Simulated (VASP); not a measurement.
# Al8As8H (a cell with a defect) in VASP: notebook, part 2 of 2

VASP 6.6.1. Earlier steps stand in the parts before.

## Step 5: Single point, PBEsol

Input file INCAR:

```
PREC = Accurate ; ENCUT = 520
EDIFF = 1E-7 ; ISMEAR = 0
SIGMA = 0.02 ; LREAL = Auto
LASPH = T ; NELM = 80
ALGO = Normal ; ISIF = 2
LWAVE = F ; LCHARG = F
GGA = PS ; NELECT = 64.0
NBANDS = 46
```

Input file KPOINTS:

```
Automatic mesh
0
Gamma
  2 2 2
```

Input file POSCAR:

```
Al8As8H
1.0
    0.0000000000      5.6758016010     -5.6758016010
    5.6758016010      5.6758016010      0.0000000000
    5.6758016010      0.0000000000     -5.6758016010
Al As H
8 8 1
Direct
    0.4998719475      0.0016040025      0.4937700781
    0.5223942288      0.4812742220      0.5003728459
   -0.0142456530      0.0503279572      0.4833959488
   -0.0104605489      0.5176650289      0.4876370237
    0.5109068646     -0.0125598118      0.0082078274
    0.5024525522      0.4988979882      0.0003699918
   -0.0039617311      0.0011020470     -0.0023628381
    0.0030350779      0.4799936100      0.0204375537
    0.1366941719      0.1071920837      0.1246299729
    0.1286353103      0.6287348908      0.1171111231
    0.6256889775      0.1270931493      0.1233990455
    0.6315740493      0.6145612982      0.1289081352
    0.1249868388      0.1420633695      0.6227524759
    0.1490092606      0.5716720259      0.6469568984
    0.6266120189      0.1084475010      0.6339586464
    0.6190721147      0.6293444964      0.6265399586
    1.1197058930      0.7901753471      0.6225909129
```

Potentials or basis: VASP PAW PBE potentials, release 64 (Al, As, H).

Started as:

```console
cat potpaw_PBE.64/Al/POTCAR potpaw_PBE.64/As/POTCAR potpaw_PBE.64/H/POTCAR > POTCAR
mpirun -np 1 vasp_std > vasp.out
```

OUTCAR:

```text
PREC = Accurate
   ENCUT = 520
   EDIFF = 1E-7
   ISMEAR = 0
   LREAL = Auto
   LASPH = T
   NELM = 80
   ISIF = 2
   GGA = PS
   NELECT = 64.0

 ion  position               nearest neighbor table
   1  0.500  0.002  0.494-  11 2.43  16 2.44  15 2.45  13 2.46
   2  0.522  0.481  0.500-  12 2.44  16 2.44  15 2.45  14 2.46
   3  0.986  0.050  0.483-  17 1.84   9 2.39  15 2.39  13 2.44  14 3.14
   4  0.990  0.518  0.488-  16 2.43  10 2.43  13 2.47  14 2.49
   5  0.511  0.987  0.008-  11 2.43  12 2.44   9 2.45  15 2.45
   6  0.502  0.499  0.000-  11 2.44  12 2.45  10 2.45  16 2.45
   7  0.996  0.001  0.998-  11 2.43  10 2.44   9 2.45  13 2.46
   8  0.003  0.480  0.020-  12 2.44  10 2.44   9 2.45  14 2.46
   9  0.137  0.107  0.125-   3 2.39   8 2.45   7 2.45   5 2.45
  10  0.129  0.629  0.117-   4 2.43   8 2.44   7 2.44   6 2.45
  11  0.626  0.127  0.123-   5 2.43   7 2.43   1 2.43   6 2.44
  12  0.632  0.615  0.129-   2 2.44   8 2.44   5 2.44   6 2.45
  13  0.125  0.142  0.623-   3 2.44   1 2.46   7 2.46   4 2.47
  14  0.149  0.572  0.647-  17 1.57   8 2.46   2 2.46   4 2.49   3 3.14
  15  0.627  0.108  0.634-   3 2.39   2 2.45   1 2.45   5 2.45
  16  0.619  0.629  0.627-   4 2.43   2 2.44   1 2.44   6 2.45
  17  0.120  0.790  0.623-  14 1.57   3 1.84

  LATTYP: Found a face centered cubic cell.
 ALAT       =    11.3516032020

  Lattice vectors:

 A1 = (   0.0000000000,   5.6758016010,  -5.6758016010)
 A2 = (   5.6758016010,   5.6758016010,   0.0000000000)
 A3 = (   5.6758016010,   0.0000000000,  -5.6758016010)

Analysis of symmetry for initial positions (statically):
=====================================================================
 Subroutine PRICEL returns:
 Original cell was already a primitive cell.

 Routine SETGRP: Setting up the symmetry group for a
 face centered cubic supercell.

 Subroutine GETGRP returns: Found  1 space group operations
 (whereof  1 operations were pure point group operations)
 out of a pool of 48 trial point group operations.

The static configuration has the point symmetry C_1 .

Analysis of symmetry for dynamics (positions and initial velocities):
=====================================================================
 Subroutine PRICEL returns:
 Original cell was already a primitive cell.

 Routine SETGRP: Setting up the symmetry group for a
 face centered cubic supercell.

 Subroutine GETGRP returns: Found  1 space group operations
 (whereof  1 operations were pure point group operations)
 out of a pool of 48 trial point group operations.

The dynamic configuration has the point symmetry C_1 .

 Subroutine INISYM returns: Found  1 space group operations
 (whereof  1 operations are pure point group operations),
 and found     1 'primitive' translations

----------------------------------------------------------------------------------------

                                     Primitive cell

  volume of cell :     365.6888

  direct lattice vectors                    reciprocal lattice vectors
     0.000000000  5.675801601 -5.675801601    -0.088093284  0.088093284 -0.088093284
     5.675801601  5.675801601  0.000000000     0.088093284  0.088093284  0.088093284
     5.675801601  0.000000000 -5.675801601     0.088093284 -0.088093284 -0.088093284
[... 75 lines left out ...]
  0.500000  0.500000  0.500000      1.000000
  0.500000  0.500000  0.000000      1.000000
  0.000000  0.500000  0.500000      1.000000
  0.500000  0.000000  0.500000      1.000000
   k-points           NKPTS =      8   k-points in BZ     NKDIM =      8   number of bands    NBANDS=     46
   number of dos      NEDOS =    301   number of ions     NIONS =     17
   total plane-waves  NPLWV = 216000
   dimension x,y,z NGX =    60 NGY =   60 NGZ =   60
   dimension x,y,z NGXF=   120 NGYF=  120 NGZF=  120
   ions per type =               8   8   1
   NGX,Y,Z   is equivalent  to a cutoff of  12.43, 12.43, 12.43 a.u.
   NGXF,Y,Z  is equivalent  to a cutoff of  24.85, 24.85, 24.85 a.u.
 SYSTEM =  unknown system
   PREC   = accura    normal or accurate (medium, high low for compatibility)
   ISTART =      0    job   : 0-new  1-cont  2-samecut
   ICHARG =      2    charge: 1-file 2-atom 10-const
   ISPIN  =      1    spin polarized calculation?
   LNONCOLLINEAR =      F non collinear calculations
   LSORBIT =      F    spin-orbit coupling
   LASPH  =      T    aspherical Exc in radial PAW
   ENCUT  =  520.0 eV  38.22 Ry    6.18 a.u.  14.92 14.92 14.92*2*pi/ulx,y,z
   NELM   =     80;   NELMIN=  2; NELMDL= -5     # of ELM steps
   EDIFF  = 0.1E-06   stopping-criterion for ELM
   LREAL  =      T    real-space projection
   EDIFFG = 0.1E-05   stopping-criterion for IOM
   NSW    =      0    number of steps for IOM
   IBRION =     -1    ionic relax: 0-MD 1-quasi-New 2-CG
   NFREE  =      0    steps in history (QN), initial steepest desc. (CG)
   ISIF   =      2    stress and relaxation
   ISYM   =      2    0-nonsym 1-usesym 2-fastsym
   POTIM  = 0.5000    time-step for ionic-motion
   TEBEG  =    0.0;   TEEND  =   0.0 temperature during run
   PSTRESS=    0.0 pullay stress
   NELECT =      64.0000    total number of electrons
   NUPDOWN=      -1.0000    fix difference up-down
   EMIN   =  10.00;   EMAX   =-10.00  energy-range for DOS
   EFERMI =   0.00;   METHOD = LEGACY
   ISMEAR =     0;   SIGMA  =   0.02  broadening in eV -4-tet -1-fermi 0-gaus
   EFERMI_NEDOS =   21; number of points for ismear=-14 and -15
   IALGO  =     38    algorithm
   IMIX   =      4    mixing-type and parameters
     AMIX     =   0.40;   BMIX     =  1.00
     AMIX_MAG =   1.60;   BMIX_MAG =  1.00
  volume/ion in A,a.u.               =      21.51       145.16
  Fermi-wavevector in a.u.,A,eV,Ry     =   0.915723  1.730466 11.409155  0.838549
  Thomas-Fermi vector in A             =   2.040497
   LORBIT       =      0    0 simple, 1 ext, 2 COOP (PROOUT), +10 PAW based schemes
   GGA     = PS    functional components
   LHFCALC =     F    Hartree Fock is set to
   AEXX    =    0.0000 exact exchange contribution
   IVDW    =     0    specifies the selected vdW correction
   LEPSILON=     F    determine dielectric tensor
   LRPA    =     F    only Hartree local field effects (RPA)
 non-spin polarized calculation
 Gauss-broadening in eV      SIGMA  =   0.02
  energy-cutoff  :      520.00
  volume of cell :      365.69
 maximum number of plane-waves:      9864
 NGX is ok and might be reduce to    60
   NGX = 29   NGY = 29   NGZ = 29

 number of electron      63.9999999 magnetization

 Free energy of the ion-electron system (eV)
  ---------------------------------------------------
  ext. energy  EPLUGINS =         0.00000000
  ---------------------------------------------------
  free energy    TOTEN  =       -86.14945966 eV

  energy without entropy =      -86.14945966  energy(sigma->0) =      -86.14945966

 E-fermi :   3.8633     XC(G=0):  -9.1294

 val. band max:        3.7454655170   @ k =   0.0000   0.0000   0.0000
 cond. band min:       4.6114248562   @ k =   0.0000   0.0000   0.0000
 fundamental gap:      0.8659593392
 Fermi energy:         3.8633197949

 k-point     1 :       0.0000    0.0000    0.0000
  band No.  band energies     occupation
      1      -8.2502      2.00000
      2      -7.2080      2.00000
      3      -6.6444      2.00000
      4      -6.6392      2.00000
      5      -6.6153      2.00000
      6      -6.2083      2.00000
[... 365 lines left out ...]
     43       8.7089      0.00000
     44       9.0576      0.00000
 [bands above 44 left out]

------------------------ aborting loop because EDIFF is reached ----------------------------------------

  FORCE on cell =-STRESS in cart. coord.  units (eV):
  Direction    XX          YY          ZZ          XY          YZ          ZX
  --------------------------------------------------------------------------------------
  -------------------------------------------------------------------------------------
  Total       -4.0029163     -3.9707874     -3.2356733     -0.4625889      0.6633723      0.6589088
  in kB      -17.5378146    -17.3970496    -14.1763240     -2.0267220      2.9064061      2.8868502
  external PRESSURE =     -16.3703961 kB  Pullay stress =       0.0000000 kB

 VOLUME and BASIS-vectors are now :
 -----------------------------------------------------------------------------
  energy-cutoff  :      520.00
  volume of cell :      365.69
      direct lattice vectors                 reciprocal lattice vectors
     0.000000000  5.675801601 -5.675801601    -0.088093284  0.088093284 -0.088093284
     5.675801601  5.675801601  0.000000000     0.088093284  0.088093284  0.088093284
     5.675801601  0.000000000 -5.675801601     0.088093284 -0.088093284 -0.088093284

 POSITION                                       TOTAL-FORCE (eV/Angst)
 -----------------------------------------------------------------------------------
      2.81164      2.84628     -5.63971         0.003179     -0.000048     -0.000733
      5.57163      5.69662     -5.80502         0.000886      0.001977      0.001353
      3.02931      5.88060     -8.33861        -0.006801     -0.008492     -0.024749
      5.70589      8.55459     -8.38416         0.005842      0.005550     -0.002827
      5.65110      8.50432     -2.94639        -0.005152     -0.001674     -0.000899
      2.83375      5.68347     -2.85392        -0.000208     -0.000281     -0.000095
[... 9 lines left out ...]
      7.12815      7.08576     -7.06985         0.002785     -0.004941     -0.000111
      8.01858      5.16431     -4.21313         0.045714      0.046096      0.023369
 -----------------------------------------------------------------------------------
    total drift:                               -0.010858      0.007039      0.011218

  FREE ENERGIE OF THE ION-ELECTRON SYSTEM (eV)
  ---------------------------------------------------
  free  energy   TOTEN  =       -86.1494596606 eV

  energy  without entropy=      -86.1494596606  energy(sigma->0) =      -86.14945966
```

It took 5.6 min on 1 thread of Intel Xeon 8259CL, shared host; peak memory 0.51 GiB.

What came out:

```
Free energy   : -86.1495 eV
Largest force : 0.069 eV/Å
```

Forces in eV/Å, atoms in the order of the input:
```
Al   0.003  0.000 -0.001
Al   0.001  0.002  0.001
Al  -0.007 -0.008 -0.025
Al   0.006  0.006 -0.003
Al  -0.005 -0.002 -0.001
Al   0.000  0.000  0.000
Al  -0.002  0.002 -0.002
Al   0.003  0.000 -0.001
As  -0.019  0.003  0.001
As   0.001 -0.003  0.000
As   0.004  0.006  0.003
As  -0.005  0.001  0.008
As   0.001  0.005  0.001
As  -0.036 -0.037 -0.005
As   0.008 -0.015  0.001
As   0.003 -0.005  0.000
H    0.046  0.046  0.023
```

Levels at points of the mesh, in eV from the Fermi level:
```csv
k point,band 28,band 29,band 30,band 31,band 32,band 33,band 34,band 35,band 36,band 37
"(0.00, 0.00, 0.00)",-0.81,-0.79,-0.20,-0.14,-0.12,0.75,1.07,1.45,1.48,1.86
"(0.50, 0.00, 0.00)",-1.58,-0.82,-0.67,-0.55,-0.51,1.43,2.01,2.38,2.44,2.44
"(0.00, 0.50, 0.00)",-1.54,-0.63,-0.61,-0.60,-0.54,1.76,2.20,2.35,2.39,2.46
"(0.00, 0.00, 0.50)",-1.58,-0.82,-0.67,-0.55,-0.51,1.41,2.01,2.38,2.44,2.44
"(0.50, 0.50, 0.50)",-1.53,-0.73,-0.71,-0.54,-0.50,1.74,2.20,2.36,2.42,2.46
"(0.50, 0.50, 0.00)",-1.35,-1.09,-1.06,-1.01,-0.81,2.18,2.47,2.96,3.12,3.24
"(0.00, 0.50, 0.50)",-1.36,-1.09,-1.06,-1.01,-0.80,2.19,2.47,2.96,3.12,3.24
"(0.50, 0.00, 0.50)",-1.40,-1.08,-1.08,-1.00,-0.85,1.62,2.44,2.77,3.08,3.22
```

Caveat: the k points lie up to 0.48 Å⁻¹ apart; the cell carries a net charge on a neutralising background, which shifts energy and pressure; the cell is charged against a uniform background, so pressure and absolute levels hang on convention; the PAW data sets were made with another functional, which shifts forces and pressure a little.
